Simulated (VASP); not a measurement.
Write the native input for VASP 6.6.1 that does the following.

```
Task                   : single point
Functional             : r2SCAN
Potentials or basis    : VASP PAW PBE potentials, release 64 (Mg, O)
Cutoff                 : 520 eV
k mesh                 : 12 × 12 × 12
Occupations            : gaussian, width 0.05 eV
Spin                   : no spin polarisation
Dipole correction      : no
Further INCAR settings : ALGO = Normal; EDIFF = 1e-07; NBANDS = 14
```

MgO2:

```
CELL_PARAMETERS angstrom
1.64999 0.95262 3.30506
-1.64999 0.95262 3.30506
0.00000 -1.90524 3.30506
ATOMIC_POSITIONS crystal
Mg 0.00000 0.00000 0.00000
O 0.42879 0.42879 0.42879
O 0.57121 0.57121 0.57121
```

This cell differs from its parent crystal: ratio of the length along z to the lengths across it x 0.92, volume and fractional coordinates fixed.

These files were run (other wordings do the same):

POSCAR

```
MgO2
1.0
    1.6499891555      0.9526216831      3.3050560301
   -1.6499891555      0.9526216831      3.3050560301
    0.0000000000     -1.9052433662      3.3050560301
Mg O
1 2
Direct
    0.0000000000      0.0000000000      0.0000000000
    0.4287860000      0.4287860000      0.4287860000
    0.5712140000      0.5712140000      0.5712140000
```

INCAR.step1

```
SYSTEM = MgO2
ALGO     = Normal         ! electronic algorithm
EDIFF    = 1E-4           ! SCF threshold, eV
ENCUT    = 520            ! plane-wave cutoff, eV
GGA      = PE             ! functional
ISMEAR   = 0              ! smearing method
LASPH    = .True.         ! aspherical terms in the spheres
LCHARG   = .False.        ! write CHGCAR
LREAL    = .False.        ! projectors in reciprocal space
LWAVE    = .True.         ! write WAVECAR
NBANDS   = 14             ! bands
NELM     = 80             ! most SCF steps
PREC     = Accurate       ! precision mode
SIGMA    = 0.05           ! smearing width, eV
```

INCAR.step2

```
SYSTEM = MgO2
ALGO     = Normal         ! electronic algorithm
EDIFF    = 1E-7           ! SCF threshold, eV
ENCUT    = 520            ! plane-wave cutoff, eV
ISIF     = 2              ! what is computed and relaxed
ISMEAR   = 0              ! smearing method
ISTART   = 1            
LASPH    = .True.         ! aspherical terms in the spheres
LCHARG   = .False.        ! write CHGCAR
LMIXTAU  = .True.       
LREAL    = .False.        ! projectors in reciprocal space
LWAVE    = .False.        ! write WAVECAR
METAGGA  = R2SCAN         ! meta-GGA
NBANDS   = 14             ! bands
NELM     = 80             ! most SCF steps
PREC     = Accurate       ! precision mode
SIGMA    = 0.05           ! smearing width, eV
```

KPOINTS

```
k-points
0
Gamma
  12 12 12
  0 0 0
```

Potentials or basis: VASP PAW PBE potentials, release 64 (Mg, O).

Command:

```sh
$ cat potpaw_PBE.64/Mg/POTCAR potpaw_PBE.64/O/POTCAR > POTCAR
$ cp INCAR.step1 INCAR
$ mpirun -np 1 vasp_std > vasp.out
$ cp INCAR.step2 INCAR
$ mpirun -np 1 vasp_std > vasp.out
```

It gave:

The pressure is 0.1 GPa, the largest force is 2.480 eV/Å and the band gap on the k mesh is 3.61 eV, indirect (least direct gap 3.83 eV).

Caveat: the PAW data sets were made with another functional, which shifts forces and pressure a little.

Run time: 2.8 min on 1 thread of Intel(R) Xeon(R) 6975P-C (Granite Rapids), on a shared host, peak memory 0.22 GiB.
